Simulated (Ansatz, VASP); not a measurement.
**BN: VASP beside Ansatz**

```xyz
4
Lattice="2.5539 0.0000 0.0000 -1.2770 2.2118 0.0000 0.0000 0.0000 4.2269" Properties=species:S:1:pos:R:3 pbc="T T T"
B     1.2770    0.7373    4.2257
B     0.0000    1.4745    2.1123
N     1.2770    0.7373    2.1930
N     0.0000    1.4745    0.5295
```

Alike in both runs: task single point; functional r2SCAN; k mesh 12 × 12 × 6; occupations gaussian, width 0.05 eV; no spin polarisation.

|  | VASP | Ansatz |
| --- | --- | --- |
| version | VASP 6.6.1 | Ansatz 0.2.0 |
| potentials or method | VASP PAW PBE potentials, release 64 (B, N), cutoff 520 eV | scalar-relativistic, plane waves, PAW |
| valence electrons in the cell | 16 | 16 |

Ansatz gave:

- gap on the k mesh at the Fermi level (eV): 3.33
- least direct gap on the mesh (eV): 4.90
- pressure (GPa): 22.6
- traceless stress, the component that is largest in VASP (GPa): 23.09
- rms of the force components (eV/Å): 4.058

Task: Estimate VASP's values.

Result: gap on the k mesh at the Fermi level (eV): 3.32; least direct gap on the mesh (eV): 4.91; pressure (GPa): 23.6; traceless stress, the component that is largest in VASP (GPa): 22.83; rms of the force components (eV/Å): 4.058.

VASP's potentials were made for PBE, not for r2SCAN. Atom by atom the forces differ by 0.017 eV/Å (rms over components).
